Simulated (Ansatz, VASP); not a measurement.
**NaF in VASP and in Ansatz**

File POSCAR:

```
NaF
1.0
    2.8345494318      0.0000000000      0.0000000000
    0.0000000000      2.7934851994      0.0000000000
    0.0000000000      0.0000000000      2.7934851994
Na F
1 1
Direct
    0.0000000000      0.0000000000      0.0000000000
    0.5000000000      0.5000000000      0.5000000000
```

File INCAR.step1:

```
PREC = Accurate ; ENCUT = 520
ISMEAR = 0 ; SIGMA = 0.01
LREAL = False ; LASPH = True
NELM = 100 ; NBANDS = 14
GGA = PE ; ALGO = Normal
EDIFF = 1E-4 ; LWAVE = True
LCHARG = False
```

The input INCAR.step2:

```
PREC = Accurate ; ENCUT = 520
EDIFF = 1E-6 ; ISMEAR = 0
SIGMA = 0.01 ; LREAL = False
LASPH = True ; NELM = 100
ALGO = Normal ; ISIF = 2
LWAVE = False ; LCHARG = False
METAGGA = R2SCAN ; LMIXTAU = True
NBANDS = 14 ; ISTART = 1
```

Contents of KPOINTS:

```
regular mesh
0
Gamma
  10 10 10
```

Input for Ansatz:

```yaml
crystal:
  lattice:
    - [2.8345494318, 0.0, 0.0]
    - [0.0, 2.7934851994, 0.0]
    - [0.0, 0.0, 2.7934851994]
  atoms:
    - { symbol: Na, position: [0.0, 0.0, 0.0] }
    - { symbol: F, position: [0.5, 0.5, 0.5] }
kpoints:
  mp_grid: { grid: [10, 10, 10] }
  band_path:
    path: [[0.0, 0.0, 0.0], [0.0, 0.5, 0.0], [0.5, 0.5, 0.0], [0.5, 0.5, 0.5]]
    npoints: 1
hamiltonian:
  xc: r2scan
scf:
  occupations: { method: fixed }
  n_extra_bands: 4
output:
  forces: true
  stress: true
  eigenvalues: true
```

Change from the starting cell: uniaxial_x strain +1.5%.

Alike in both runs: task single point; functional r2SCAN; k mesh 10 × 10 × 10; no spin polarisation.

```csv
,VASP,Ansatz
version,VASP 6.6.1,Ansatz 0.2.0
potentials or method,"VASP PAW PBE potentials, release 64 (Na_pv, F)","plane waves, PAW"
plane-wave cutoff (eV),520,500
occupations,"gaussian, width 0.01 eV",fixed
valence electrons in the cell,14,16
```

```tsv
	VASP	Ansatz	Ansatz less VASP
gap on the k mesh at the Fermi level (eV)	6.99	6.93	-0.055
pressure (GPa)	-1.6	-0.8	+0.79
traceless stress, the component that is largest in VASP (GPa)	-1.63	-1.65	-0.014
```

VASP's potentials were made for PBE, not for r2SCAN. VASP's potentials hold 14 valence electrons a cell and Ansatz's 16, so a difference there can come from the potentials and not from the codes.
